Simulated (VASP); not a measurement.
# MoS4 in VASP: a series of runs

MoS4 is run at these levels: PBEsol; tasks: single point.

All numbers are computed with VASP 6.6.1; they aren't measurements. Logs are shortened: lines on timing, memory, paths and dates and some standing lists are left out, and cuts for length are marked.

## 1. The cell of the first run

The cell holds a slab with vacuum, 5 atoms: a = 3.121 Å, b = 3.121 Å, c = 23.951 Å, α = 90.00°, β = 90.00°, γ = 120.00°.

## 2. Single point, PBEsol

Contents of INCAR:

```
SYSTEM = MoS4
  PREC = Accurate
  ENCUT = 520
  EDIFF = 1E-7
  ISMEAR = 0
  SIGMA = 0.1
  LREAL = .False.
  LASPH = .True.
  NELM = 100
  ALGO = Normal
  ISIF = 2
  LWAVE = .False.
  LCHARG = .True.
  LDIPOL = .True.
  IDIPOL = 3
  DIPOL = 0.5 0.5 0.500
  GGA = PS
  LELF = .True.
  LVHAR = .True.
  LVACPOTAV = .True.
  NBANDS = 27
```

Contents of KPOINTS:

```
regular mesh
0
Gamma
  12 12 1
  0 0 0
```

Contents of POSCAR:

```
MoS4
1.0
    3.1209825811      0.0000000000      0.0000000000
   -1.5604912906      2.7028502000      0.0000000000
    0.0000000000      0.0000000000     23.9514179558
S Mo
4 1
Direct
    0.6666666667      0.3333333333      0.3240106804
    0.0000000000      0.0000000000      0.4331776613
    0.3333333333      0.6666666667      0.5668221001
    0.6666666667      0.3333333333      0.6759896738
    0.6666666667      0.3333333333      0.4999998843
```

Potentials or basis: VASP PAW PBE potentials, release 64 (S, Mo_sv).

Started as:

```console
$ cat potpaw_PBE.64/S/POTCAR potpaw_PBE.64/Mo_sv/POTCAR > POTCAR
$ mpirun -np 1 vasp_std > vasp.out
```

OUTCAR:

```text
SYSTEM = MoS4
   PREC = Accurate
   ENCUT = 520
   EDIFF = 1E-7
   ISMEAR = 0
   LREAL = .False.
   LASPH = .True.
   NELM = 100
   ISIF = 2
   GGA = PS

 ion  position               nearest neighbor table
   1  0.667  0.333  0.324-
   2  0.000  0.000  0.433-   5 2.41   5 2.41   5 2.41
   3  0.333  0.667  0.567-   5 2.41   5 2.41   5 2.41
   4  0.667  0.333  0.676-
   5  0.667  0.333  0.500-   3 2.41   3 2.41   3 2.41   2 2.41   2 2.41   2 2.41

  LATTYP: Found a hexagonal cell.
 ALAT       =     3.1209825811
 C/A-ratio  =     7.6743196520

  Lattice vectors:

 A1 = (   3.1209825811,   0.0000000000,   0.0000000000)
 A2 = (  -1.5604912906,   2.7028502000,   0.0000000000)
 A3 = (   0.0000000000,   0.0000000000,  23.9514179558)

Analysis of symmetry for initial positions (statically):
=====================================================================
 Subroutine PRICEL returns:
 Original cell was already a primitive cell.

 Routine SETGRP: Setting up the symmetry group for a
 hexagonal supercell.

 Subroutine GETGRP returns: Found 12 space group operations
 (whereof  6 operations were pure point group operations)
 out of a pool of 24 trial point group operations.

The static configuration has the point symmetry C_3v.
 The point group associated with its full space group is D_3d.

Analysis of symmetry for dynamics (positions and initial velocities):
=====================================================================
 Subroutine PRICEL returns:
 Original cell was already a primitive cell.

 Routine SETGRP: Setting up the symmetry group for a
 hexagonal supercell.

 Subroutine GETGRP returns: Found 12 space group operations
 (whereof  6 operations were pure point group operations)
 out of a pool of 24 trial point group operations.

The dynamic configuration has the point symmetry C_3v.
 The point group associated with its full space group is D_3d.

 Subroutine INISYM returns: Found 12 space group operations
 (whereof  6 operations are pure point group operations),
 and found     1 'primitive' translations

----------------------------------------------------------------------------------------

                                     Primitive cell

  volume of cell :     202.0433

  direct lattice vectors                    reciprocal lattice vectors
[... 90 lines left out ...]
   NSW    =      0    number of steps for IOM
   IBRION =     -1    ionic relax: 0-MD 1-quasi-New 2-CG
   NFREE  =      0    steps in history (QN), initial steepest desc. (CG)
   ISIF   =      2    stress and relaxation
   ISYM   =      2    0-nonsym 1-usesym 2-fastsym
   POTIM  = 0.5000    time-step for ionic-motion
   TEBEG  =    0.0;   TEEND  =   0.0 temperature during run
   PSTRESS=    0.0 pullay stress
   NELECT =      38.0000    total number of electrons
   NUPDOWN=      -1.0000    fix difference up-down
   EMIN   =  10.00;   EMAX   =-10.00  energy-range for DOS
   EFERMI =   0.00;   METHOD = LEGACY
   ISMEAR =     0;   SIGMA  =   0.10  broadening in eV -4-tet -1-fermi 0-gaus
   EFERMI_NEDOS =   21; number of points for ismear=-14 and -15
   IALGO  =     38    algorithm
   IMIX   =      4    mixing-type and parameters
     AMIX     =   0.40;   BMIX     =  1.00
     AMIX_MAG =   1.60;   BMIX_MAG =  1.00
  volume/ion in A,a.u.               =      40.41       272.69
  Fermi-wavevector in a.u.,A,eV,Ry     =   0.937968  1.772502 11.970178  0.879783
  Thomas-Fermi vector in A             =   2.065132
   LORBIT       =      0    0 simple, 1 ext, 2 COOP (PROOUT), +10 PAW based schemes
   GGA     = PS    functional components
   LHFCALC =     F    Hartree Fock is set to
   AEXX    =    0.0000 exact exchange contribution
   IVDW    =     0    specifies the selected vdW correction
   LEPSILON=     F    determine dielectric tensor
   LRPA    =     F    only Hartree local field effects (RPA)
 non-spin polarized calculation
 Gauss-broadening in eV      SIGMA  =   0.10
  energy-cutoff  :      520.00
  volume of cell :      202.04
 maximum number of plane-waves:      5472
 NGX is ok and might be reduce to    24
   NGX = 11   NGY = 11   NGZ = 89

 number of electron      38.0000001 magnetization

 dipolmoment           0.000000      0.000000      0.000014 electrons x Angstroem

 Free energy of the ion-electron system (eV)
  ---------------------------------------------------
  ext. energy  EPLUGINS =         0.00000000
  ---------------------------------------------------
  free energy    TOTEN  =       -27.73124117 eV

  energy without entropy =      -27.70833590  energy(sigma->0) =      -27.71978853

 E-fermi :  -1.0922     XC(G=0):  -5.4355

 val. band max:       -1.1226531976   @ k =   0.1667   0.0833   0.0000
 cond. band min:      -1.0802315561   @ k =   0.3333   0.1667   0.0000
 fundamental gap:      0.0424216415
 Fermi energy:        -1.0922380348

 k-point     1 :       0.0000    0.0000    0.0000
  band No.  band energies     occupation
      1     -62.4075      2.00000
      2     -36.5378      2.00000
      3     -36.3779      2.00000
      4     -36.3779      2.00000
      5     -15.9385      2.00000
      6     -14.9077      2.00000
[... 559 lines left out ...]
     26       6.6068      0.00000
     27       7.1913      0.00000

------------------------ aborting loop because EDIFF is reached ----------------------------------------

  FORCE on cell =-STRESS in cart. coord.  units (eV):
  Direction    XX          YY          ZZ          XY          YZ          ZX
  --------------------------------------------------------------------------------------
  -------------------------------------------------------------------------------------
  Total       -6.0836732     -6.0836732      0.0908924      0.0000000      0.0000000     -0.0000000
  in kB      -48.2427333    -48.2427333      0.7207648      0.0000000      0.0000000     -0.0000000
  external PRESSURE =     -31.9215673 kB  Pullay stress =       0.0000000 kB

 VOLUME and BASIS-vectors are now :
 -----------------------------------------------------------------------------
  energy-cutoff  :      520.00
  volume of cell :      202.04
      direct lattice vectors                 reciprocal lattice vectors
     3.120982581  0.000000000  0.000000000     0.320411913  0.184989904  0.000000000
    -1.560491291  2.702850200  0.000000000     0.000000000  0.369979809  0.000000000
     0.000000000  0.000000000 23.951417956     0.000000000  0.000000000  0.041751182

 POSITION                                       TOTAL-FORCE (eV/Angst)
 -----------------------------------------------------------------------------------
      1.56049      0.90095      7.76052        -0.000000     -0.000000     -0.018440
      0.00000      0.00000     10.37522        -0.000000     -0.000000      0.007432
     -0.00000      1.80190     13.57619         0.000000      0.000000     -0.007432
      1.56049      0.90095     16.19091        -0.000000      0.000000      0.018440
      1.56049      0.90095     11.97571         0.000000      0.000000      0.000000
 -----------------------------------------------------------------------------------
    total drift:                               -0.000000      0.000000      0.007963

  FREE ENERGIE OF THE ION-ELECTRON SYSTEM (eV)
  ---------------------------------------------------
  free  energy   TOTEN  =       -27.7312411675 eV

  energy  without entropy=      -27.7083358982  energy(sigma->0) =      -27.71978853

 vacuum level on the upper side and lower side of the slab         5.874         5.874
```

OSZICAR:

```text
N       E                     dE             d eps       ncg     rms          rms(c)
DAV:   1     0.234888423994E+03    0.23489E+03   -0.18793E+04  1298   0.116E+03
DAV:   2    -0.886516602447E+01   -0.24375E+03   -0.23737E+03  1352   0.243E+02
DAV:   3    -0.290113773197E+02   -0.20146E+02   -0.19626E+02  1280   0.644E+01
[... 20 lines left out ...]
DAV:  24    -0.277312407241E+02   -0.12515E-05   -0.33373E-07   977   0.262E-03    0.101E-02
DAV:  25    -0.277312415505E+02   -0.82644E-06   -0.30838E-07   962   0.198E-03    0.703E-03
DAV:  26    -0.277312414171E+02    0.13346E-06   -0.14099E-07   820   0.216E-03    0.261E-03
DAV:  27    -0.277312412507E+02    0.16637E-06   -0.12001E-07   742   0.141E-03    0.132E-03
DAV:  28    -0.277312411675E+02    0.83185E-07   -0.78382E-08   639   0.134E-03
   1 F= -.27731241E+02 E0= -.27719789E+02  d E =-.229053E-01
```

Run time: 5.1 min. Hardware: 1 thread of AMD EPYC 7R43 (Zen 3), shared host; peak memory 0.31 GiB.

Results:

* Free energy: -27.7312 eV
* Largest force: 0.018 eV/Å
* Band gap on the k mesh: zero (band 19 reaches -0.33 eV, above the bottom of band 20 at -1.38 eV)

Forces in eV/Å, atoms in the order of the input:
```
S    0.000  0.000 -0.018
S    0.000  0.000  0.007
S    0.000  0.000 -0.007
S    0.000  0.000  0.018
Mo   0.000  0.000  0.000
```

Caveat: the PAW data sets were made with another functional, which shifts forces and pressure a little.

## 3. Single point, PBEsol

Contents of INCAR:

```
SYSTEM = MoS4
PREC = Accurate
ENCUT = 520
EDIFF = 1E-6
ISMEAR = 0
SIGMA = 0.1
LREAL = .False.
LASPH = .True.
NELM = 100
ALGO = Normal
ISIF = 2
LWAVE = .False.
LCHARG = .False.
LDIPOL = .True.
IDIPOL = 3
DIPOL = 0.5 0.5 0.500
GGA = PS
NBANDS = 27
```

Contents of KPOINTS:

```
Automatic mesh
0
Gamma
  12 12 1
  0 0 0
```

Contents of POSCAR:

```
MoS4
1.0
    3.1209825812      0.0000000000      0.0000000000
   -1.5604912906      2.7028502000      0.0000000000
    0.0000000000      0.0000000000     23.9514179558
S Mo
4 1
Direct
    0.6666666667      0.3333333333      0.3131338618
    0.0000000000      0.0000000000      0.4331673381
    0.3333333333      0.6666666667      0.5668326619
    0.6666666667      0.3333333333      0.6868661382
    0.6666666667      0.3333333333      0.5000000000
```

Potentials or basis: VASP PAW PBE potentials, release 64 (S, Mo_sv).

Started as:

```console
$ cat potpaw_PBE.64/S/POTCAR potpaw_PBE.64/Mo_sv/POTCAR > POTCAR
$ mpirun -np 1 vasp_std > vasp.out
```

OUTCAR:

```text
SYSTEM = MoS4
   PREC = Accurate
   ENCUT = 520
   EDIFF = 1E-6
   ISMEAR = 0
   LREAL = .False.
   LASPH = .True.
   NELM = 100
   ISIF = 2
   GGA = PS

 ion  position               nearest neighbor table
   1  0.667  0.333  0.313-
   2  0.000  0.000  0.433-   5 2.41   5 2.41   5 2.41
   3  0.333  0.667  0.567-   5 2.41   5 2.41   5 2.41
   4  0.667  0.333  0.687-
   5  0.667  0.333  0.500-   3 2.41   2 2.41   3 2.41   2 2.41   2 2.41   3 2.41

  LATTYP: Found a hexagonal cell.
 ALAT       =     3.1209825812
 C/A-ratio  =     7.6743196518

  Lattice vectors:

 A1 = (   3.1209825812,   0.0000000000,   0.0000000000)
 A2 = (  -1.5604912906,   2.7028502000,   0.0000000000)
 A3 = (   0.0000000000,   0.0000000000,  23.9514179558)

Analysis of symmetry for initial positions (statically):
=====================================================================
 Subroutine PRICEL returns:
 Original cell was already a primitive cell.

 Routine SETGRP: Setting up the symmetry group for a
 hexagonal supercell.
[... 177 lines left out ...]
 cond. band min:      -1.0959913065   @ k =   0.3333   0.2500   0.0000
 fundamental gap:      0.0357032197
 Fermi energy:        -1.1296489895

 k-point     1 :       0.0000    0.0000    0.0000
  band No.  band energies     occupation
      1     -62.4808      2.00000
      2     -36.6099      2.00000
      3     -36.4489      2.00000
      4     -36.4489      2.00000
      5     -15.9003      2.00000
      6     -14.7851      2.00000
[... 559 lines left out ...]
     26       6.2893      0.00000
     27       7.1598      0.00000

------------------------ aborting loop because EDIFF is reached ----------------------------------------

 vacuum level on the upper side and lower side of the slab       (xc-potential included)        -0.008        -0.008

  FORCE on cell =-STRESS in cart. coord.  units (eV):
  Direction    XX          YY          ZZ          XY          YZ          ZX
  --------------------------------------------------------------------------------------
  -------------------------------------------------------------------------------------
  Total       -6.5623467     -6.5623467     -0.7129630     -0.0000000      0.0000000      0.0000000
  in kB      -52.0385516    -52.0385516     -5.6537031     -0.0000000      0.0000000      0.0000000
  external PRESSURE =     -36.5769354 kB  Pullay stress =       0.0000000 kB

 VOLUME and BASIS-vectors are now :
 -----------------------------------------------------------------------------
  energy-cutoff  :      520.00
  volume of cell :      202.04
      direct lattice vectors                 reciprocal lattice vectors
     3.120982581  0.000000000  0.000000000     0.320411913  0.184989904  0.000000000
    -1.560491291  2.702850200  0.000000000     0.000000000  0.369979809  0.000000000
     0.000000000  0.000000000 23.951417956     0.000000000  0.000000000  0.041751182

 POSITION                                       TOTAL-FORCE (eV/Angst)
 -----------------------------------------------------------------------------------
      1.56049      0.90095      7.50000         0.000000     -0.000000      0.076343
      0.00000      0.00000     10.37497        -0.000000     -0.000000     -0.001481
     -0.00000      1.80190     13.57645         0.000000      0.000000      0.001481
      1.56049      0.90095     16.45142        -0.000000      0.000000     -0.076343
      1.56049      0.90095     11.97571        -0.000000      0.000000      0.000000
 -----------------------------------------------------------------------------------
    total drift:                               -0.000000      0.000000      0.000000

  FREE ENERGIE OF THE ION-ELECTRON SYSTEM (eV)
  ---------------------------------------------------
  free  energy   TOTEN  =       -27.7122408840 eV

  energy  without entropy=      -27.6861844904  energy(sigma->0) =      -27.69921269

 vacuum level on the upper side and lower side of the slab         5.904         5.904
```

stdout:

```text
POSCAR found type information on POSCAR S Mo
 POSCAR found :  2 types and       5 ions
 scaLAPACK will be used
 -----------------------------------------------------------------------------
|                                                                             |
|                                                                             |
|     You enforced a specific xc type in the INCAR file but a different       |
|     I HOPE YOU KNOW WHAT YOU ARE DOING!                                     |
|                                                                             |
 -----------------------------------------------------------------------------

 LDA part: xc-table for (Slater+PW92), standard interpolation
 POSCAR, INCAR and KPOINTS ok, starting setup
 FFT: planning ... GRIDC
 FFT: planning ... GRID_SOFT
 FFT: planning ... GRID
 WAVECAR not read
 entering main loop
```

It took 4 min on 1 thread of AMD EPYC 7R43 (Zen 3), shared host; peak memory 0.31 GiB.

Results:

```
Free energy            : -27.7122 eV
Largest force          : 0.076 eV/Å
Band gap on the k mesh : zero (band 19 reaches -0.34 eV, above the bottom of band 20 at -1.37 eV)
```

Forces in eV/Å, atoms in the order of the input:
```
S    0.000  0.000  0.076
S    0.000  0.000 -0.001
S    0.000  0.000  0.001
S    0.000  0.000 -0.076
Mo   0.000  0.000  0.000
```

Caveat: the PAW data sets were made with another functional, which shifts forces and pressure a little.
